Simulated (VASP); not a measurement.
SrO: single point with PBE

The system is SrO.

```
CELL_PARAMETERS angstrom
0.00000 2.56980 2.56980
2.56980 0.00000 2.56980
2.56980 2.56980 0.00000
ATOMIC_POSITIONS crystal
Sr 0.00000 0.00000 0.00000
O 0.50000 0.50000 0.50000
```

```json
{
 "Program": "VASP 6.6.1",
 "Task": "single point",
 "Functional": "PBE",
 "Potentials or basis": "VASP PAW PBE potentials, release 64 (Sr_sv, O)",
 "Cutoff": "520 eV",
 "k mesh": "8 × 8 × 8",
 "Occupations": "fermi-dirac, width 0.03 eV",
 "Spin": "non-collinear spin, zero start, spin-orbit coupling",
 "Starting moments": "[[0.0, 0.0, 0.0], [0.0, 0.0, 0.0]] μB"
}
```

* Pressure: 3.5 GPa
* Net moment: 0.00 μB per cell
* Valence electrons inside the program's atomic spheres: Sr 8.11; O 4.98

Moments on the atoms (μB; x, y, z):
```
Sr  0.00 0.00 0.00
O   0.00 0.00 0.00
```

Run time: 59 s on 1 thread of Intel(R) Xeon(R) Platinum 8124M CPU @ 3.00GHz (Skylake/Cascade Lake) (shared host), peak memory 0.26 GiB.
